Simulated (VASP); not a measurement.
A run of VASP 6.6.1 is set up as follows.

INCAR

```
SYSTEM = Ru
  PREC = Accurate
  ENCUT = 600
  EDIFF = 1E-7
  ISMEAR = -1
  SIGMA = 0.08
  LREAL = .FALSE.
  LASPH = .TRUE.
  NELM = 60
  ALGO = Normal
  ISIF = 3
  LWAVE = .FALSE.
  LCHARG = .FALSE.
  GGA = PE
  IBRION = 2
  NSW = 60
  EDIFFG = -0.005
  PSTRESS = 4200.0
```

The input KPOINTS:

```
Automatic mesh
0
G
  19 19 10
  0 0 0
```

POSCAR

```
Ru
1.0
    2.3200166573      0.0000000000      0.0000000000
   -1.1600083287      2.0091933624      0.0000000000
    0.0000000000      0.0000000000      3.7584269848
Ru
2
Direct
    0.3333333333      0.6666666667      0.2500000000
    0.6666666667      0.3333333333      0.7500000000
```

Potentials or basis: VASP PAW PBE potentials, release 64 (Ru_pv).

The run is started by

```sh
$ cat potpaw_PBE.64/Ru_pv/POTCAR > POTCAR
$ mpirun -np 1 vasp_std > vasp.out
```

Q: Estimate the relaxed volume.

A: 8.69 Å³/atom.

Q: Predict the space group after relaxing (to 0.1 Å).

A: P6_3/mmc (No. 194).

Final structure:
```cif
data_structure
_symmetry_space_group_name_H-M 'P 1'
_symmetry_Int_Tables_number 1
_cell_length_a 2.3230
_cell_length_b 2.3230
_cell_length_c 3.7210
_cell_angle_alpha 90.000
_cell_angle_beta 90.000
_cell_angle_gamma 120.000
_cell_volume 17.39
loop_
_atom_site_label
_atom_site_type_symbol
_atom_site_fract_x
_atom_site_fract_y
_atom_site_fract_z
_atom_site_occupancy
Ru1 Ru 0.33333 0.66667 0.25000 1
Ru2 Ru 0.66667 0.33333 0.75000 1
```

Caveat: the cell is relaxed towards a set pressure, so the run minimises the enthalpy, not the energy.
